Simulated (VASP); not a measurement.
# MgO (P3m1) in VASP: single point with PBE

Aim: the single point of MgO with PBE.

Program: VASP 6.6.1. These are calculated values, not measurements. Logs are shortened: lines on timing, memory, paths and dates and some standing lists are left out, and cuts for length are marked.

## 1. The cell of the first run

The structure is trigonal, space group P3m1 (No. 156). The conventional cell has a = 3.418 Å, b = 3.418 Å, c = 4.700 Å, α = 90.00°, β = 90.00°, γ = 120.00°. Mg (site symmetry 3m) has 5 O at 1.97 to 2.52 Å within 2.6 Å. Within 2.7 Å of Mg (site symmetry 3m) lie 5 O at 1.97 to 2.62 Å. O (site symmetry 3m) has 5 Mg at 1.97 to 2.52 Å within 2.6 Å. Within 2.7 Å of O (site symmetry 3m) lie 5 Mg at 1.97 to 2.62 Å.

## 2. Single point, PBE (strained and its atoms moved)

The input, INCAR:

```
SYSTEM = MgO
ALGO = Normal
EDIFF = 1E-6
ENCUT = 520
GGA = PE
ISIF = 2
ISMEAR = 0
LASPH = .True.
LCHARG = .False.
LREAL = .False.
LWAVE = .False.
NBANDS = 16
NELM = 100
PREC = Accurate
SIGMA = 0.02
```

The input, KPOINTS:

```
k-points
0
Gamma
  9 9 6
  0 0 0
```

The input, POSCAR:

```
MgO
1.0
    3.4175724366      0.0000000000      0.0000000000
   -1.7087862183      2.9597045493      0.0000000000
    0.0000000000      0.0000000000      4.6998041623
Mg O
2 2
Direct
    0.3333333300      0.6666666700     -0.0663642499
    0.6666666700      0.3333333300      0.4820452543
    0.3333333300      0.6666666700      0.4695663736
    0.6666666700      0.3333333300      0.9239526221
```

Potentials or basis: VASP PAW PBE potentials, release 64 (Mg, O).

Command:

```
$ cat potpaw_PBE.64/Mg/POTCAR potpaw_PBE.64/O/POTCAR > POTCAR
$ mpirun -np 1 vasp_std > vasp.out
```

OUTCAR:

```text
SYSTEM = MgO
   EDIFF = 1E-6
   ENCUT = 520
   GGA = PE
   ISIF = 2
   ISMEAR = 0
   LASPH = .True.
   LREAL = .False.
   NELM = 100
   PREC = Accurate

 ion  position               nearest neighbor table
   1  0.333  0.667  0.934-   4 1.97   4 1.97   4 1.97   3 2.18   3 2.52   2 2.90   2 2.90   2 2.90
                             2 3.25   2 3.25   2 3.25
   2  0.667  0.333  0.482-   3 1.97   3 1.97   3 1.97   4 2.08   4 2.62   1 2.90   1 2.90   1 2.90
                             1 3.25   1 3.25   1 3.25
   3  0.333  0.667  0.470-   2 1.97   2 1.97   2 1.97   1 2.18   1 2.52
   4  0.667  0.333  0.924-   1 1.97   1 1.97   1 1.97   2 2.08   2 2.62

  LATTYP: Found a hexagonal cell.
 ALAT       =     3.4175724366
 C/A-ratio  =     1.3751878708

  Lattice vectors:

 A1 = (   3.4175724366,   0.0000000000,   0.0000000000)
 A2 = (  -1.7087862183,   2.9597045493,   0.0000000000)
 A3 = (   0.0000000000,   0.0000000000,   4.6998041623)

Analysis of symmetry for initial positions (statically):
=====================================================================
 Subroutine PRICEL returns:
 Original cell was already a primitive cell.

 Routine SETGRP: Setting up the symmetry group for a
 hexagonal supercell.

 Subroutine GETGRP returns: Found  6 space group operations
 (whereof  6 operations were pure point group operations)
 out of a pool of 24 trial point group operations.

The static configuration has the point symmetry C_3v.

Analysis of symmetry for dynamics (positions and initial velocities):
=====================================================================
 Subroutine PRICEL returns:
 Original cell was already a primitive cell.

 Routine SETGRP: Setting up the symmetry group for a
 hexagonal supercell.

 Subroutine GETGRP returns: Found  6 space group operations
 (whereof  6 operations were pure point group operations)
 out of a pool of 24 trial point group operations.

The dynamic configuration has the point symmetry C_3v.

 Subroutine INISYM returns: Found  6 space group operations
 (whereof  6 operations are pure point group operations),
 and found     1 'primitive' translations

----------------------------------------------------------------------------------------

                                     Primitive cell

  volume of cell :      47.5385

  direct lattice vectors                    reciprocal lattice vectors
     3.417572437  0.000000000  0.000000000     0.292605356  0.168935781  0.000000000
    -1.708786218  2.959704549  0.000000000     0.000000000  0.337871562  0.000000000
     0.000000000  0.000000000  4.699804162     0.000000000  0.000000000  0.212774823

  length of vectors
     3.417572437  3.417572437  4.699804162     0.337871562  0.337871562  0.212774823

  position of ions in fractional coordinates (direct lattice)
     0.333333330  0.666666670  0.933635750
     0.666666670  0.333333330  0.482045254
     0.333333330  0.666666670  0.469566374
     0.666666670  0.333333330  0.923952622

  ion indices of the primitive-cell ions
   primitive index   ion index
                 1           1
                 2           2
                 3           3
                 4           4

----------------------------------------------------------------------------------------

 KPOINTS: k-points

Automatic generation of k-mesh.
 Grid dimensions read from file:
 generate k-points for:    9    9    6

 Generating k-lattice:

  Cartesian coordinates                     Fractional coordinates (reciprocal lattice)
     0.032511706  0.018770642  0.000000000     0.111111111  0.000000000  0.000000000
     0.000000000  0.037541285  0.000000000     0.000000000  0.111111111  0.000000000
     0.000000000  0.000000000  0.035462471     0.000000000  0.000000000  0.166666667

  Length of vectors
     0.037541285  0.037541285  0.035462471

  Shift w.r.t. Gamma in fractional coordinates (k-lattice)
     0.000000000  0.000000000  0.000000000

 Subroutine IBZKPT returns following result:
 ===========================================

 Found     62 irreducible k-points:

 Following reciprocal coordinates:
            Coordinates               Weight
  0.000000  0.000000  0.000000      1.000000
  0.111111  0.000000  0.000000      6.000000
  0.222222  0.000000  0.000000      6.000000
  0.333333  0.000000  0.000000      6.000000
  0.444444  0.000000  0.000000      6.000000
  0.111111  0.111111  0.000000      6.000000
[... 16 lines left out ...]
  0.222222  0.111111  0.166667     12.000000
 -0.111111  0.333333  0.166667     12.000000
 [... further k-points ...]
   k-points           NKPTS =     62   k-points in BZ     NKDIM =     62   number of bands    NBANDS=     16
   number of dos      NEDOS =    301   number of ions     NIONS =      4
   total plane-waves  NPLWV =  28224
   dimension x,y,z NGX =    28 NGY =   28 NGZ =   36
   dimension x,y,z NGXF=    56 NGYF=   56 NGZF=   72
   ions per type =               2   2
   NGX,Y,Z   is equivalent  to a cutoff of  13.62, 13.62, 12.73 a.u.
   NGXF,Y,Z  is equivalent  to a cutoff of  27.24, 27.24, 25.47 a.u.
 SYSTEM =  MgO
   PREC   = accura    normal or accurate (medium, high low for compatibility)
   ISTART =      0    job   : 0-new  1-cont  2-samecut
   ICHARG =      2    charge: 1-file 2-atom 10-const
   ISPIN  =      1    spin polarized calculation?
   LNONCOLLINEAR =      F non collinear calculations
   LSORBIT =      F    spin-orbit coupling
   LASPH  =      T    aspherical Exc in radial PAW
   ENCUT  =  520.0 eV  38.22 Ry    6.18 a.u.   6.35  6.35  8.74*2*pi/ulx,y,z
   NELM   =    100;   NELMIN=  2; NELMDL= -5     # of ELM steps
   EDIFF  = 0.1E-05   stopping-criterion for ELM
   LREAL  =      F    real-space projection
   EDIFFG = 0.1E-04   stopping-criterion for IOM
   NSW    =      0    number of steps for IOM
   IBRION =     -1    ionic relax: 0-MD 1-quasi-New 2-CG
   NFREE  =      0    steps in history (QN), initial steepest desc. (CG)
   ISIF   =      2    stress and relaxation
   ISYM   =      2    0-nonsym 1-usesym 2-fastsym
   POTIM  = 0.5000    time-step for ionic-motion
   TEBEG  =    0.0;   TEEND  =   0.0 temperature during run
   PSTRESS=    0.0 pullay stress
   NELECT =      16.0000    total number of electrons
   NUPDOWN=      -1.0000    fix difference up-down
   EMIN   =  10.00;   EMAX   =-10.00  energy-range for DOS
   EFERMI =   0.00;   METHOD = LEGACY
   ISMEAR =     0;   SIGMA  =   0.02  broadening in eV -4-tet -1-fermi 0-gaus
   EFERMI_NEDOS =   21; number of points for ismear=-14 and -15
   IALGO  =     38    algorithm
   IMIX   =      4    mixing-type and parameters
     AMIX     =   0.40;   BMIX     =  1.00
     AMIX_MAG =   1.60;   BMIX_MAG =  1.00
  volume/ion in A,a.u.               =      11.88        80.20
  Fermi-wavevector in a.u.,A,eV,Ry     =   1.138762  2.151948 17.643741  1.296778
  Thomas-Fermi vector in A             =   2.275466
   LORBIT       =      0    0 simple, 1 ext, 2 COOP (PROOUT), +10 PAW based schemes
   GGA     = PE    functional components
   LHFCALC =     F    Hartree Fock is set to
   AEXX    =    0.0000 exact exchange contribution
   IVDW    =     0    specifies the selected vdW correction
   LEPSILON=     F    determine dielectric tensor
   LRPA    =     F    only Hartree local field effects (RPA)
 non-spin polarized calculation
 Gauss-broadening in eV      SIGMA  =   0.02
  energy-cutoff  :      520.00
  volume of cell :       47.54
 maximum number of plane-waves:      1296
 NGX is ok and might be reduce to    28
   NGX = 13   NGY = 13   NGZ = 17

 number of electron      16.0000001 magnetization

 Free energy of the ion-electron system (eV)
  ---------------------------------------------------
  ext. energy  EPLUGINS =         0.00000000
  ---------------------------------------------------
  free energy    TOTEN  =       -23.35590936 eV

  energy without entropy =      -23.35590936  energy(sigma->0) =      -23.35590936

 E-fermi :   1.6379     XC(G=0):  -9.7202

 val. band max:        1.5440017168   @ k =   0.0000   0.0000   0.0000
 cond. band min:       4.5409148849   @ k =   0.0000   0.0000   0.0000
 fundamental gap:      2.9969131681
 Fermi energy:         1.6379130381

 k-point     1 :       0.0000    0.0000    0.0000
  band No.  band energies     occupation
      1     -15.1534      2.00000
      2     -14.1148      2.00000
      3      -1.9767      2.00000
      4       0.0448      2.00000
      5       0.0448      2.00000
      6       0.6535      2.00000
[... 8 lines left out ...]
     15      16.9147      0.00000
     16      17.1257      0.00000

 k-point     2 :       0.1111    0.0000    0.0000
  band No.  band energies     occupation
      1     -15.0947      2.00000
      2     -14.1080      2.00000
      3      -1.8719      2.00000
      4      -0.1991      2.00000
      5      -0.0358      2.00000
      6       0.3276      2.00000
[... 8 lines left out ...]
     15      16.5689      0.00000
     16      16.6753      0.00000

 k-point     3 :       0.2222    0.0000    0.0000
  band No.  band energies     occupation
      1     -14.9351      2.00000
      2     -14.0993      2.00000
      3      -1.5772      2.00000
      4      -0.8507      2.00000
      5      -0.2062      2.00000
      6      -0.1633      2.00000
[... 8 lines left out ...]
     15      15.5163      0.00000
     16      15.6976      0.00000

 k-point     4 :       0.3333    0.0000    0.0000
  band No.  band energies     occupation
      1     -14.7233      2.00000
      2     -14.1151      2.00000
      3      -1.5406      2.00000
      4      -1.1426      2.00000
      5      -0.5057      2.00000
      6      -0.3681      2.00000
[... 8 lines left out ...]
     15      14.9912      0.00000
     16      15.9485      0.00000
[... 324 lines left out ...]
 k-point    22 :       0.1111    0.1111    0.1667
  band No.  band energies     occupation
      1     -14.9377      2.00000
      2     -14.1506      2.00000
      3      -1.6404      2.00000
      4      -0.5755      2.00000
      5      -0.3024      2.00000
      6       0.0810      2.00000
[... 8 lines left out ...]
     15      15.7316      0.00000
     16      16.7462      0.00000

 k-point    23 :       0.2222    0.1111    0.1667
  band No.  band energies     occupation
      1     -14.7592      2.00000
      2     -14.1414      2.00000
      3      -1.5684      2.00000
      4      -1.0395      2.00000
      5      -0.5412      2.00000
      6      -0.1541      2.00000
[... 8 lines left out ...]
     15      15.3036      0.00000
     16      16.3373      0.00000

 k-point    24 :      -0.1111    0.3333    0.1667
  band No.  band energies     occupation
      1     -14.7594      2.00000
      2     -14.1411      2.00000
      3      -1.5256      2.00000
      4      -1.2176      2.00000
      5      -0.3887      2.00000
      6      -0.1086      2.00000
[... 8 lines left out ...]
     15      15.1959      0.00000
     16      16.4149      0.00000

 [... further k-points ...]

------------------------ aborting loop because EDIFF is reached ----------------------------------------

  FORCE on cell =-STRESS in cart. coord.  units (eV):
  Direction    XX          YY          ZZ          XY          YZ          ZX
  --------------------------------------------------------------------------------------
  -------------------------------------------------------------------------------------
  Total        0.8271218      0.8271218     -1.5613864      0.0000000      0.0000000      0.0000000
  in kB       27.8762397     27.8762397    -52.6229420      0.0000000      0.0000000      0.0000000
  external PRESSURE =       1.0431791 kB  Pullay stress =       0.0000000 kB

 VOLUME and BASIS-vectors are now :
 -----------------------------------------------------------------------------
  energy-cutoff  :      520.00
  volume of cell :       47.54
      direct lattice vectors                 reciprocal lattice vectors
     3.417572437  0.000000000  0.000000000     0.292605356  0.168935781  0.000000000
    -1.708786218  2.959704549  0.000000000     0.000000000  0.337871562  0.000000000
     0.000000000  0.000000000  4.699804162     0.000000000  0.000000000  0.212774823

 POSITION                                       TOTAL-FORCE (eV/Angst)
 -----------------------------------------------------------------------------------
     -0.00000      1.97314      4.38791         0.000000      0.000000      0.399630
      1.70879      0.98657      2.26552         0.000000     -0.000000     -0.470264
     -0.00000      1.97314      2.20687        -0.000000     -0.000000     -0.592007
      1.70879      0.98657      4.34240         0.000000      0.000000      0.662641
 -----------------------------------------------------------------------------------
    total drift:                               -0.000000      0.000000      0.000194

  FREE ENERGIE OF THE ION-ELECTRON SYSTEM (eV)
  ---------------------------------------------------
  free  energy   TOTEN  =       -23.3559093646 eV

  energy  without entropy=      -23.3559093646  energy(sigma->0) =      -23.35590936
```

Wall time 67 s (1 thread of Intel Xeon 8259CL, shared host); peak memory 0.19 GiB.

What came out:

- Free energy: -23.3559 eV
- Pressure: 0.1 GPa
- Largest force: 0.663 eV/Å
- Band gap on the k mesh: 3.00 eV

Forces on the atoms (eV/Å):
```
Mg   0.000  0.000  0.400
Mg   0.000  0.000 -0.470
O    0.000  0.000 -0.592
O    0.000  0.000  0.663
```

Levels at points of the mesh, in eV from the valence-band top:
| k point | band 4 | band 5 | band 6 | band 7 | band 8 | band 9 | band 10 | band 11 | band 12 | band 13 |
| --- | --- | --- | --- | --- | --- | --- | --- | --- | --- | --- |
| (0.00, 0.00, 0.00) | -1.50 | -1.50 | -0.89 | -0.89 | 0.00 | 3.00 | 8.62 | 10.26 | 13.00 | 13.00 |
| (0.00, 0.00, 0.50) | -2.22 | -1.34 | -1.34 | -1.07 | -1.07 | 5.73 | 5.90 | 12.96 | 13.18 | 13.18 |

Caveat: the cell differs from its parent crystal (strained and its atoms moved); the stress differs along the axes, from -5 to 3 GPa.
